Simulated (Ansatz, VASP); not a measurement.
**Two plane-wave programs on Ga2PdS3**

```
CELL_PARAMETERS angstrom
3.41875 0.00000 0.00000
0.00000 3.41875 0.00000
0.00000 0.00000 9.54136
ATOMIC_POSITIONS crystal
Ga 0.00000 0.50000 0.73034
Ga 0.50000 0.00000 0.26966
Pd 0.00000 0.00000 0.00000
S 0.00000 0.50000 0.34308
S 0.50000 0.00000 0.65692
S 0.50000 0.50000 0.00000
```

Change from the starting cell: species swapped into the Ti2CuSb3 type (P-4m2, No. 115).

Alike in both runs: functional PBE; k mesh 12 × 12 × 4; occupations gaussian, width 0.1 eV; no spin polarisation.

Ansatz relaxed the structure, and its values are those at the end. VASP's run is a single point on that final structure, the one shown.

|  | VASP | Ansatz |
| --- | --- | --- |
| version | VASP 6.6.1 | Ansatz 0.2.0 |
| potentials or method | VASP PAW PBE potentials, release 64 (Ga_d, Pd, S), cutoff 520 eV | scalar-relativistic, plane waves, PAW |
| valence electrons in the cell | 54 | 62 |

|  | VASP | Ansatz | Ansatz less VASP |
| --- | --- | --- | --- |
| gap on the k mesh at the Fermi level (eV) | none | none | - |
| pressure (GPa) | 0.0 | 0.0 | 0.00 |
| rms of the force components (eV/Å) | 0.003 | 0.000 | -0.0027 |

A gap of «none» marks a metal or a gap that the smearing closes. The functional is the same, so the differences come from potentials, cutoffs and numerics. VASP's potentials hold 54 valence electrons a cell and Ansatz's 62, so a difference there can come from the potentials and not from the codes.
